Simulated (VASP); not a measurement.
# MgB2: single point with PBE

Crystal: MgB2.

```xyz
3
Lattice="3.1515 0.0000 0.0000 -1.5758 2.7293 0.0000 0.0000 0.0000 3.6937" Properties=species:S:1:pos:R:3 pbc="T T T"
Mg    0.0000    0.0000    0.0000
B     0.0000    1.8195    1.8469
B     1.5758    0.9098    1.8469
```

| Property | Result |
| --- | --- |
| Program | VASP 6.6.1 |
| Task | single point |
| Functional | PBE |
| Potentials or basis | VASP PAW PBE potentials, release 64 (Mg, B) |
| Cutoff | 520 eV |
| k mesh | 15 × 15 × 12 |
| Occupations | gaussian, width 0.1 eV |
| Spin | no spin polarisation |

```json
{"Pressure": "-11.8 GPa", "Band gap on the k mesh": "zero (bands 4 and 5 overlap by 3.42 eV)"}
```

Stress tensor (GPa, compression positive):
```
-11.70   0.00   0.00
  0.00 -11.70   0.00
  0.00   0.00 -11.85
```

Levels at points of the mesh, in eV from the Fermi level:
```tsv
k point	band 2	band 3	band 4	band 5	band 6	band 7
(0.00, 0.00, 0.00)	-3.00	0.41	0.41	1.01	6.17	6.17
(0.00, 0.00, 0.50)	-7.07	0.71	0.71	6.50	6.50	7.69
```

Wall time 75 s on 1 thread of Intel Xeon 8259CL, on a shared host, peak memory 0.2 GiB.

Caveat: the cell stands under tension.
